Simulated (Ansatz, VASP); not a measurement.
# Ge: VASP beside Ansatz

File INCAR:

```
PREC = Accurate
ENCUT = 600
EDIFF = 1E-6
ISMEAR = 0
SIGMA = 0.1
LREAL = False
LASPH = True
NELM = 60
ALGO = Normal
ISIF = 3
LWAVE = False
LCHARG = False
GGA = PE
IBRION = 2
NSW = 100
EDIFFG = -0.01
```

KPOINTS

```
Automatic mesh
0
Gamma
  24 24 12
```

The input POSCAR:

```
Ge
1.0
    2.9744723171      0.0000000000      0.0000000000
   -1.4872361585      2.5759685895      0.0000000000
    0.0000000000      0.0000000000      4.9837618102
Ge
2
Direct
    0.3333333333      0.6666666667      0.7500000000
    0.6666666667      0.3333333333      0.2500000000
```

Input for Ansatz:

```yaml
crystal:
  lattice:
    - [2.9744723171, 0.0, 0.0]
    - [-1.4872361585, 2.5759685895, 0.0]
    - [0.0, 0.0, 4.9837618102]
  atoms:
    - { symbol: Ge, position: [0.3333333333, 0.6666666667, 0.75] }
    - { symbol: Ge, position: [0.6666666667, 0.3333333333, 0.25] }
basis:
  ecutwfc: 420
kpoints:
  mp_grid: { grid: [24, 24, 12] }
hamiltonian:
  xc: pbe
scf:
  occupations: { method: gaussian, width: 0.1 }
output:
  forces: true
  stress: true
  eigenvalues: true
relax:
  adjacent_minimum: "off"
  f_tol: 0.01
  max_steps: 80
  cell: { stress_tol: 0.05 }
```

Alike in both runs: task relaxation of cell and atoms; functional PBE; k mesh 24 × 24 × 12; occupations gaussian, width 0.1 eV; no spin polarisation.

```csv
,VASP,Ansatz
version,VASP 6.6.1,Ansatz 0.2.0
potentials or method,"VASP PAW PBE potentials, release 64 (Ge_d), cutoff 600 eV","scalar-relativistic, plane waves, PAW"
valence electrons in the cell,28,28
```

VASP gave:

| Property | Result |
| --- | --- |
| gap on the k mesh at the Fermi level, each at its own relaxed structure (eV) | none |
| relaxed volume (Å³/atom) | 19.38 |
| relaxed length of the cell vector where the two differ most in proportion (Å) | 2.990 |

Problem. What did Ansatz give for the same quantities?

Solution. gap on the k mesh at the Fermi level, each at its own relaxed structure (eV): none; relaxed volume (Å³/atom): 19.35; relaxed length of the cell vector where the two differ most in proportion (Å): 2.988.

A gap of «none» marks a metal or a gap that the smearing closes.
